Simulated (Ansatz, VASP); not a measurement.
## Two plane-wave programs on LiH

```
Li H
1.0
     2.59061    0.00000    0.00000
     0.00000    2.59061    0.00000
     0.00000    0.00000    2.59061
Li H
1 1
Direct
  0.00000 0.00000 0.00000
  0.50000 0.50000 0.50000
```

Change from the starting cell: species swapped into the AlRu type (Pm-3m, No. 221).

Alike in both runs: task relaxation of cell and atoms; functional PBE; k mesh 10 × 10 × 10; occupations gaussian, width 0.02 eV; no spin polarisation.

|  | VASP | Ansatz |
| --- | --- | --- |
| version | VASP 6.6.1 | Ansatz 0.2.0 |
| potentials or method | VASP PAW PBE potentials, release 64 (Li_sv, H), cutoff 600 eV | scalar-relativistic, plane waves, PAW |
| valence electrons in the cell | 4 | 4 |

```tsv
	VASP	Ansatz	Ansatz less VASP
gap on the k mesh at the Fermi level, each at its own relaxed structure (eV)	0.73	0.71	-0.016
relaxed volume (Å³/atom)	7.82	7.88	+0.061
relaxed cell length with the largest relative difference (Å)	2.501	2.507	+0.0065
```

Noted on VASP's run: the cutoff is short for stress, so the pressure is rough.
